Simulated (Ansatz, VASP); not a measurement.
# GdO: VASP beside Ansatz

The input INCAR:

```
SYSTEM = GdO
ALGO     = Normal         ! electronic algorithm
EDIFF    = 1E-6           ! SCF threshold, eV
ENCUT    = 520            ! plane-wave cutoff, eV
GGA      = CA             ! functional
ISIF     = 2              ! what is computed and relaxed
ISMEAR   = -1             ! smearing method
ISPIN    = 2              ! spin polarisation
LASPH    = .True.         ! aspherical terms in the spheres
LCHARG   = .False.        ! write CHGCAR
LMAXMIX  = 6              ! l up to which the mixer works
LORBIT   = 11             ! projections on sites
LREAL    = .False.        ! projectors in reciprocal space
LWAVE    = .False.        ! write WAVECAR
MAGMOM   = 7 0            ! initial moments
NBANDS   = 23             ! bands
NELM     = 150            ! most SCF steps
PREC     = Accurate       ! precision mode
SIGMA    = 0.05           ! smearing width, eV
```

KPOINTS

```
k-points
0
Gamma
  9 9 9
  0 0 0
```

Contents of POSCAR:

```
GdO
1.0
    0.0000000000      2.7000000000      2.7000000000
    2.7000000000      0.0000000000      2.7000000000
    2.7000000000      2.7000000000      0.0000000000
Gd O
1 1
Direct
    0.0000000000      0.0000000000      0.0000000000
    0.7500000000      0.7500000000      0.7500000000
```

input.yaml

```yaml
crystal:
  lattice:
    - [0.0, 2.7, 2.7]
    - [2.7, 0.0, 2.7]
    - [2.7, 2.7, 0.0]
  atoms:
    - { symbol: Gd, position: [0.0, 0.0, 0.0], spin: 7.0 }
    - { symbol: O, position: [0.75, 0.75, 0.75] }
hamiltonian:
  xc: lda
  pseudopotentials: { kind: paw }
magnetization:
  spin_polarized: true
kpoints:
  mp_grid: { grid: [9, 9, 9] }
  band_path:
    path:
      - [[0.0, 0.0, 0.0], [0.5, 0.0, 0.5], [0.5, 0.25, 0.75], [0.375, 0.375, 0.75], [0.0, 0.0, 0.0], [0.5, 0.5, 0.5], [0.625, 0.25, 0.625], [0.5, 0.25, 0.75], [0.5, 0.5, 0.5], [0.375, 0.375, 0.75]]
      - [[0.625, 0.25, 0.625], [0.5, 0.0, 0.5]]
    npoints: 14
scf:
  occupations: { method: fermi_dirac, width: 0.05 }
  n_extra_bands: 6
output:
  forces: true
  stress: true
  eigenvalues: true
  fatbands: false
```

Alike in both runs: functional LDA; k mesh 9 × 9 × 9; occupations fermi-dirac, width 0.05 eV; collinear spin.

```csv
,VASP,Ansatz
version,VASP 6.6.1,Ansatz 0.2.0
potentials or method,"VASP PAW PBE potentials, release 64 (Gd, O)",Ansatz PAW
plane-wave cutoff (eV),520,420
valence electrons in the cell,24,24
task,single point,band structure
```

VASP gave:

```
gap on the k mesh at the Fermi level (eV)                     : none
pressure (GPa)                                                : -7.4
net moment per atom (μB)                                      : 3.43
size of the moment on the site where the two differ most (μB) : 6.64
```

What did Ansatz give for the same quantities?

gap on the k mesh at the Fermi level (eV): none; pressure (GPa): -7.7; net moment per atom (μB): 3.50; size of the moment on the site where the two differ most (μB): 6.67.

VASP's potentials were made for PBE, not for LDA. LDA's correlation is that of Perdew and Zunger in VASP and of Perdew and Wang (1992) in Ansatz. Site moments also hang on the region over which each program counts them. A gap of «none» marks a metal or a gap that the smearing closes.

Neither program's run includes spin-orbit coupling.
